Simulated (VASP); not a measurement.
# BiBrO (P4/nmm) in VASP: notebook, part 2 of 3

VASP 6.6.1. Earlier steps stand in the parts before.

### Step 3. Single point, LDA

This run uses another cell than the first one, of 19.46 Å³/atom.

INCAR reads:

```
SYSTEM = BiBrO
PREC     = Accurate       ! precision mode
ENCUT    = 520            ! plane-wave cutoff, eV
EDIFF    = 1E-6           ! SCF threshold, eV
ISMEAR   = 0              ! smearing method
SIGMA    = 0.05           ! smearing width, eV
LREAL    = .FALSE.        ! projectors in reciprocal space
LASPH    = .TRUE.         ! aspherical terms in the spheres
NELM     = 60             ! most SCF steps
ALGO     = Normal         ! electronic algorithm
ISIF     = 2              ! what is computed and relaxed
LWAVE    = .FALSE.        ! write WAVECAR
LCHARG   = .FALSE.        ! write CHGCAR
NBANDS   = 37             ! bands
```

KPOINTS reads:

```
regular mesh
0
G
  8 8 4
  0 0 0
```

POSCAR reads:

```
BiBrO
1.0
    3.9473000000      0.0000000000      0.0000000000
    0.0000000000      3.9473000000      0.0000000000
    0.0000000000      0.0000000000      7.4924000000
Bi Br O
2 2 2
Direct
    0.0000000000      0.5000000000      0.1575579020
    0.5000000000      0.0000000000      0.8424420980
    0.0000000000      0.5000000000      0.6517216503
    0.5000000000      0.0000000000      0.3482783497
    0.0000000000      0.0000000000      0.0000000000
    0.5000000000      0.5000000000      0.0000000000
```

Potentials or basis: VASP PAW LDA potentials, release 64 (Bi_d, Br, O).

Started as:

```sh
cat potpaw_LDA.64/Bi_d/POTCAR potpaw_LDA.64/Br/POTCAR potpaw_LDA.64/O/POTCAR > POTCAR
mpirun -np 1 vasp_std > vasp.out
```

OUTCAR:

```text
SYSTEM = BiBrO
   PREC = Accurate
   ENCUT = 520
   EDIFF = 1E-6
   ISMEAR = 0
   LREAL = .FALSE.
   LASPH = .TRUE.
   NELM = 60
   ISIF = 2

 ion  position               nearest neighbor table
   1  0.000  0.500  0.158-   5 2.30   6 2.30   5 2.30   6 2.30   4 3.14   4 3.14   4 3.14   4 3.14
                             2 3.66   2 3.66   2 3.66   2 3.66
   2  0.500  0.000  0.842-   5 2.30   6 2.30   6 2.30   5 2.30   3 3.14   3 3.14   3 3.14   3 3.14
                             1 3.66   1 3.66   1 3.66   1 3.66
   3  0.000  0.500  0.652-   2 3.14   2 3.14   2 3.14   2 3.14
   4  0.500  0.000  0.348-   1 3.14   1 3.14   1 3.14   1 3.14
   5  0.000  0.000  0.000-   1 2.30   2 2.30   1 2.30   2 2.30
   6  0.500  0.500  0.000-   1 2.30   2 2.30   2 2.30   1 2.30

  LATTYP: Found a simple tetragonal cell.
 ALAT       =     3.9473000000
 C/A-ratio  =     1.8981075672

  Lattice vectors:

 A1 = (   3.9473000000,   0.0000000000,   0.0000000000)
 A2 = (   0.0000000000,   3.9473000000,   0.0000000000)
 A3 = (   0.0000000000,   0.0000000000,   7.4924000000)

Analysis of symmetry for initial positions (statically):
=====================================================================
 Subroutine PRICEL returns:
 Original cell was already a primitive cell.

 Routine SETGRP: Setting up the symmetry group for a
 simple tetragonal supercell.

 Subroutine GETGRP returns: Found 16 space group operations
 (whereof  8 operations were pure point group operations)
 out of a pool of 16 trial point group operations.

The static configuration has the point symmetry D_2d.
 The point group associated with its full space group is D_4h.

Analysis of symmetry for dynamics (positions and initial velocities):
=====================================================================
 Subroutine PRICEL returns:
 Original cell was already a primitive cell.

[... 137 lines left out ...]
  volume/ion in A,a.u.               =      19.46       131.30
  Fermi-wavevector in a.u.,A,eV,Ry     =   1.281535  2.421750 22.345279  1.642332
  Thomas-Fermi vector in A             =   2.413899
   LORBIT       =      0    0 simple, 1 ext, 2 COOP (PROOUT), +10 PAW based schemes
   GGA     = CA    functional components
   LHFCALC =     F    Hartree Fock is set to
   AEXX    =    0.0000 exact exchange contribution
   IVDW    =     0    specifies the selected vdW correction
   LEPSILON=     F    determine dielectric tensor
   LRPA    =     F    only Hartree local field effects (RPA)
 non-spin polarized calculation
 Gauss-broadening in eV      SIGMA  =   0.05
  energy-cutoff  :      520.00
  volume of cell :      116.74
 maximum number of plane-waves:      3188
 NGX is ok and might be reduce to    30
   NGX = 15   NGY = 15   NGZ = 27

 number of electron      55.9999985 magnetization

 Free energy of the ion-electron system (eV)
  ---------------------------------------------------
  ext. energy  EPLUGINS =         0.00000000
  ---------------------------------------------------
  free energy    TOTEN  =       -31.87516114 eV

  energy without entropy =      -31.87516114  energy(sigma->0) =      -31.87516114

 E-fermi :   5.0177     XC(G=0): -10.7520

 val. band max:        4.8054113759   @ k =   0.5000   0.0000   0.5000
 cond. band min:       6.6125583351   @ k =   0.0000   0.0000   0.5000
 fundamental gap:      1.8071469592
 Fermi energy:         5.0176797218

 k-point     1 :       0.0000    0.0000    0.0000
  band No.  band energies     occupation
      1     -17.3668      2.00000
      2     -17.1559      2.00000
      3     -17.1559      2.00000
      4     -17.1397      2.00000
      5     -17.1083      2.00000
      6     -17.0985      2.00000
[... 949 lines left out ...]
     36      13.9702      0.00000
     37      14.2742      0.00000

 [... further k-points ...]

------------------------ aborting loop because EDIFF is reached ----------------------------------------

  FORCE on cell =-STRESS in cart. coord.  units (eV):
  Direction    XX          YY          ZZ          XY          YZ          ZX
  --------------------------------------------------------------------------------------
  -------------------------------------------------------------------------------------
  Total        0.0592682      0.0592682      2.2218030      0.0000000      0.0000000      0.0000000
  in kB        0.8134130      0.8134130     30.4926317      0.0000000      0.0000000      0.0000000
  external PRESSURE =      10.7064859 kB  Pullay stress =       0.0000000 kB

 VOLUME and BASIS-vectors are now :
 -----------------------------------------------------------------------------
  energy-cutoff  :      520.00
  volume of cell :      116.74
      direct lattice vectors                 reciprocal lattice vectors
     3.947300000  0.000000000  0.000000000     0.253337725  0.000000000  0.000000000
     0.000000000  3.947300000  0.000000000     0.000000000  0.253337725  0.000000000
     0.000000000  0.000000000  7.492400000     0.000000000  0.000000000  0.133468581

 POSITION                                       TOTAL-FORCE (eV/Angst)
 -----------------------------------------------------------------------------------
      0.00000      1.97365      1.18049        -0.000000      0.000000      0.573599
      1.97365      0.00000      6.31191         0.000000      0.000000     -0.573599
      0.00000      1.97365      4.88296        -0.000000      0.000000     -0.146687
      1.97365      0.00000      2.60944         0.000000     -0.000000      0.146687
      0.00000      0.00000      0.00000        -0.000000     -0.000000     -0.000000
      1.97365      1.97365      0.00000        -0.000000      0.000000     -0.000000
 -----------------------------------------------------------------------------------
    total drift:                                0.000000      0.000000      0.000000

  FREE ENERGIE OF THE ION-ELECTRON SYSTEM (eV)
  ---------------------------------------------------
  free  energy   TOTEN  =       -31.8751611359 eV

  energy  without entropy=      -31.8751611359  energy(sigma->0) =      -31.87516114
```

Wall time 2.1 min (1 thread of Intel Xeon Platinum 8488C (Sapphire Rapids), shared host); peak memory 0.29 GiB.

What came out:

| Item | Value |
| --- | --- |
| Free energy | -31.8752 eV |
| Pressure | 1.1 GPa |
| Largest force | 0.574 eV/Å |
| Band gap on the k mesh | 1.81 eV (least direct gap 1.94 eV) |

Forces on the atoms (eV/Å):
```
Bi   0.000  0.000  0.574
Bi   0.000  0.000 -0.574
Br   0.000  0.000 -0.147
Br   0.000  0.000  0.147
O    0.000  0.000  0.000
O    0.000  0.000  0.000
```

Caveat: spin-orbit coupling is left out, which moves the levels of the heavy elements. A k mesh can miss the band edges.

### Step 4. Single point, LDA

This run uses another cell than the first one, of 21.12 Å³/atom.

INCAR reads:

```
PREC = Accurate ; ENCUT = 520
EDIFF = 1E-7 ; ISMEAR = 0
SIGMA = 0.05 ; LREAL = False
LASPH = True ; NELM = 60
ALGO = Normal ; ISIF = 2
LWAVE = False ; LCHARG = True
GGA = CA ; LELF = True
LVHAR = True ; NBANDS = 37
```

KPOINTS reads:

```
Automatic mesh
0
Gamma
  8 8 4
```

POSCAR, as its differences from that of step 3:

```diff
@@ -2,5 +2,5 @@
 1.0
-    3.9473000000      0.0000000000      0.0000000000
-    0.0000000000      3.9473000000      0.0000000000
-    0.0000000000      0.0000000000      7.4924000000
+    4.0767000000      0.0000000000      0.0000000000
+    0.0000000000      4.0767000000      0.0000000000
+    0.0000000000      0.0000000000      7.6239000000
 Bi Br O
```

Potentials or basis: VASP PAW LDA potentials, release 64 (Bi_d, Br, O).

Started as:

```sh
cat potpaw_LDA.64/Bi_d/POTCAR potpaw_LDA.64/Br/POTCAR potpaw_LDA.64/O/POTCAR > POTCAR
mpirun -np 1 vasp_std > vasp.out
```

OUTCAR:

```text
PREC = Accurate
   ENCUT = 520
   EDIFF = 1E-7
   ISMEAR = 0
   LREAL = False
   LASPH = True
   NELM = 60
   ISIF = 2
   GGA = CA

 ion  position               nearest neighbor table
   1  0.000  0.500  0.158-   5 2.37   6 2.37   5 2.37   6 2.37   4 3.23   4 3.23   4 3.23   4 3.23
                             2 3.75   2 3.75   2 3.75   2 3.75
   2  0.500  0.000  0.842-   5 2.37   6 2.37   6 2.37   5 2.37   3 3.23   3 3.23   3 3.23   3 3.23
                             1 3.75   1 3.75   1 3.75   1 3.75
   3  0.000  0.500  0.652-   2 3.23   2 3.23   2 3.23   2 3.23
   4  0.500  0.000  0.348-   1 3.23   1 3.23   1 3.23   1 3.23
   5  0.000  0.000  0.000-   1 2.37   2 2.37   1 2.37   2 2.37
   6  0.500  0.500  0.000-   1 2.37   2 2.37   2 2.37   1 2.37

  LATTYP: Found a simple tetragonal cell.
 ALAT       =     4.0767000000
 C/A-ratio  =     1.8701155346

  Lattice vectors:

 A1 = (   4.0767000000,   0.0000000000,   0.0000000000)
 A2 = (   0.0000000000,   4.0767000000,   0.0000000000)
 A3 = (   0.0000000000,   0.0000000000,   7.6239000000)

Analysis of symmetry for initial positions (statically):
=====================================================================
 Subroutine PRICEL returns:
 Original cell was already a primitive cell.

 Routine SETGRP: Setting up the symmetry group for a
 simple tetragonal supercell.

 Subroutine GETGRP returns: Found 16 space group operations
 (whereof  8 operations were pure point group operations)
 out of a pool of 16 trial point group operations.

The static configuration has the point symmetry D_2d.
 The point group associated with its full space group is D_4h.

Analysis of symmetry for dynamics (positions and initial velocities):
=====================================================================
 Subroutine PRICEL returns:
 Original cell was already a primitive cell.

 Routine SETGRP: Setting up the symmetry group for a
 simple tetragonal supercell.

 Subroutine GETGRP returns: Found 16 space group operations
 (whereof  8 operations were pure point group operations)
 out of a pool of 16 trial point group operations.

The dynamic configuration has the point symmetry D_2d.
 The point group associated with its full space group is D_4h.

 Subroutine INISYM returns: Found 16 space group operations
 (whereof  8 operations are pure point group operations),
 and found     1 'primitive' translations

----------------------------------------------------------------------------------------

                                     Primitive cell

  volume of cell :     126.7053

  direct lattice vectors                    reciprocal lattice vectors
     4.076700000  0.000000000  0.000000000     0.245296441  0.000000000  0.000000000
     0.000000000  4.076700000  0.000000000     0.000000000  0.245296441  0.000000000
     0.000000000  0.000000000  7.623900000     0.000000000  0.000000000  0.131166463

  length of vectors
     4.076700000  4.076700000  7.623900000     0.245296441  0.245296441  0.131166463

  position of ions in fractional coordinates (direct lattice)
     0.000000000  0.500000000  0.157557902
     0.500000000  0.000000000  0.842442098
     0.000000000  0.500000000  0.651721650
     0.500000000  0.000000000  0.348278350
     0.000000000  0.000000000  0.000000000
[... 40 lines left out ...]
  0.125000  0.000000  0.000000      4.000000
  0.250000  0.000000  0.000000      4.000000
  0.375000  0.000000  0.000000      4.000000
  0.500000  0.000000  0.000000      2.000000
  0.125000  0.125000  0.000000      4.000000
[... 16 lines left out ...]
  0.375000  0.125000  0.250000     16.000000
  0.500000  0.125000  0.250000      8.000000
 [... further k-points ...]
   k-points           NKPTS =     45   k-points in BZ     NKDIM =     45   number of bands    NBANDS=     37
   number of dos      NEDOS =    301   number of ions     NIONS =      6
   total plane-waves  NPLWV =  54000
   dimension x,y,z NGX =    30 NGY =   30 NGZ =   60
   dimension x,y,z NGXF=    60 NGYF=   60 NGZF=  120
   ions per type =               2   2   2
[... 18 lines left out ...]
   ISIF   =      2    stress and relaxation
   ISYM   =      2    0-nonsym 1-usesym 2-fastsym
   POTIM  = 0.5000    time-step for ionic-motion
   TEBEG  =    0.0;   TEEND  =   0.0 temperature during run
   PSTRESS=    0.0 pullay stress
   NELECT =      56.0000    total number of electrons
   NUPDOWN=      -1.0000    fix difference up-down
   EMIN   =  10.00;   EMAX   =-10.00  energy-range for DOS
   EFERMI =   0.00;   METHOD = LEGACY
   ISMEAR =     0;   SIGMA  =   0.05  broadening in eV -4-tet -1-fermi 0-gaus
   EFERMI_NEDOS =   21; number of points for ismear=-14 and -15
   IALGO  =     38    algorithm
   IMIX   =      4    mixing-type and parameters
     AMIX     =   0.40;   BMIX     =  1.00
     AMIX_MAG =   1.60;   BMIX_MAG =  1.00
  volume/ion in A,a.u.               =      21.12       142.51
  Fermi-wavevector in a.u.,A,eV,Ry     =   1.247018  2.356522 21.157781  1.555053
  Thomas-Fermi vector in A             =   2.381169
   LORBIT       =      0    0 simple, 1 ext, 2 COOP (PROOUT), +10 PAW based schemes
   GGA     = CA    functional components
   LHFCALC =     F    Hartree Fock is set to
   AEXX    =    0.0000 exact exchange contribution
   IVDW    =     0    specifies the selected vdW correction
   LEPSILON=     F    determine dielectric tensor
   LRPA    =     F    only Hartree local field effects (RPA)
 non-spin polarized calculation
 Gauss-broadening in eV      SIGMA  =   0.05
  energy-cutoff  :      520.00
  volume of cell :      126.71
 maximum number of plane-waves:      3442
   NGX = 15   NGY = 15   NGZ = 29

 number of electron      55.9999996 magnetization

 Free energy of the ion-electron system (eV)
  ---------------------------------------------------
  ext. energy  EPLUGINS =         0.00000000
  ---------------------------------------------------
  free energy    TOTEN  =       -31.67192769 eV

  energy without entropy =      -31.67192769  energy(sigma->0) =      -31.67192769

 E-fermi :   4.0626     XC(G=0): -10.3622

 val. band max:        3.8155083804   @ k =   0.5000   0.0000   0.5000
 cond. band min:       5.4943220167   @ k =   0.0000   0.0000   0.5000
 fundamental gap:      1.6788136363
 Fermi energy:         4.0626111713

 k-point     1 :       0.0000    0.0000    0.0000
  band No.  band energies     occupation
      1     -18.3181      2.00000
      2     -18.2020      2.00000
      3     -18.2020      2.00000
      4     -18.1999      2.00000
      5     -18.1711      2.00000
      6     -18.1483      2.00000
[... 949 lines left out ...]
     36      12.8456      0.00000
     37      13.2667      0.00000

 [... further k-points ...]

------------------------ aborting loop because EDIFF is reached ----------------------------------------

  FORCE on cell =-STRESS in cart. coord.  units (eV):
  Direction    XX          YY          ZZ          XY          YZ          ZX
  --------------------------------------------------------------------------------------
  -------------------------------------------------------------------------------------
  Total       -6.2569547     -6.2569547     -2.3045913      0.0000000     -0.0000000      0.0000000
  in kB      -79.1186547    -79.1186547    -29.1413590      0.0000000     -0.0000000      0.0000000
  external PRESSURE =     -62.4595562 kB  Pullay stress =       0.0000000 kB

 VOLUME and BASIS-vectors are now :
 -----------------------------------------------------------------------------
  energy-cutoff  :      520.00
  volume of cell :      126.71
      direct lattice vectors                 reciprocal lattice vectors
     4.076700000  0.000000000  0.000000000     0.245296441  0.000000000  0.000000000
     0.000000000  4.076700000  0.000000000     0.000000000  0.245296441  0.000000000
     0.000000000  0.000000000  7.623900000     0.000000000  0.000000000  0.131166463

 POSITION                                       TOTAL-FORCE (eV/Angst)
 -----------------------------------------------------------------------------------
      0.00000      2.03835      1.20121        -0.000000      0.000000     -0.287960
      2.03835      0.00000      6.42269         0.000000      0.000000      0.287960
      0.00000      2.03835      4.96866         0.000000      0.000000      0.092230
      2.03835      0.00000      2.65524        -0.000000      0.000000     -0.092230
      0.00000      0.00000      0.00000         0.000000      0.000000     -0.000000
      2.03835      2.03835      0.00000         0.000000     -0.000000     -0.000000
 -----------------------------------------------------------------------------------
    total drift:                                0.000000      0.000000      0.000000

  FREE ENERGIE OF THE ION-ELECTRON SYSTEM (eV)
  ---------------------------------------------------
  free  energy   TOTEN  =       -31.6719276949 eV

  energy  without entropy=      -31.6719276949  energy(sigma->0) =      -31.67192769
```

OSZICAR:

```text
N       E                     dE             d eps       ncg     rms          rms(c)
DAV:   1     0.623855904670E+03    0.62386E+03   -0.27184E+04  3330   0.167E+03
DAV:   2     0.563118970042E+02   -0.56754E+03   -0.54742E+03  3490   0.453E+02
DAV:   3    -0.313796825881E+02   -0.87692E+02   -0.84670E+02  4020   0.181E+02
DAV:   4    -0.359204538682E+02   -0.45408E+01   -0.44979E+01  3804   0.426E+01
DAV:   5    -0.360736101577E+02   -0.15316E+00   -0.15308E+00  4462   0.833E+00    0.122E+01
DAV:   6    -0.320795996350E+02    0.39940E+01   -0.15651E+01  4560   0.399E+01    0.602E+00
DAV:   7    -0.317187551082E+02    0.36084E+00   -0.35588E+00  3730   0.104E+01    0.297E+00
DAV:   8    -0.316901538743E+02    0.28601E-01   -0.77700E-01  3973   0.416E+00    0.116E+00
DAV:   9    -0.316729982665E+02    0.17156E-01   -0.50701E-02  4946   0.172E+00    0.455E-01
DAV:  10    -0.316718911546E+02    0.11071E-02   -0.15726E-02  4130   0.888E-01    0.101E-01
DAV:  11    -0.316719227173E+02   -0.31563E-04   -0.86998E-04  4026   0.185E-01    0.420E-02
DAV:  12    -0.316719296951E+02   -0.69778E-05   -0.13539E-04  4361   0.611E-02    0.146E-02
DAV:  13    -0.316719292408E+02    0.45432E-06   -0.42767E-05  4860   0.413E-02    0.108E-02
DAV:  14    -0.316719276179E+02    0.16229E-05   -0.75833E-06  4192   0.171E-02    0.153E-03
DAV:  15    -0.316719276949E+02   -0.77081E-07   -0.79457E-07  3373   0.472E-03
   1 F= -.31671928E+02 E0= -.31671928E+02  d E =-.108927E-13
```

stdout:

```text
POSCAR found type information on POSCAR BiBrO
 POSCAR found :  3 types and       6 ions
 scaLAPACK will be used
 LDA part: xc-table for (Slater(with rela. corr.)+CA(PZ))
 , standard interpolation
 POSCAR, INCAR and KPOINTS ok, starting setup
 FFT: planning ... GRIDC
 FFT: planning ... GRID_SOFT
 FFT: planning ... GRID
 WAVECAR not read
 entering main loop
```

It took 1.9 min on 1 thread of Intel Xeon 6975P-C (Granite Rapids), shared host; peak memory 0.3 GiB.

What came out:

* Free energy: -31.6719 eV
* Pressure: -6.2 GPa
* Largest force: 0.288 eV/Å
* Band gap on the k mesh: 1.68 eV (least direct gap 1.82 eV)

Forces on the atoms (eV/Å):
```
Bi   0.000  0.000 -0.288
Bi   0.000  0.000  0.288
Br   0.000  0.000  0.092
Br   0.000  0.000 -0.092
O    0.000  0.000  0.000
O    0.000  0.000  0.000
```

Caveat: the cell stands under tension; spin-orbit coupling is left out, which moves the levels of the heavy elements.

(Part 2 of 3 ends here.)
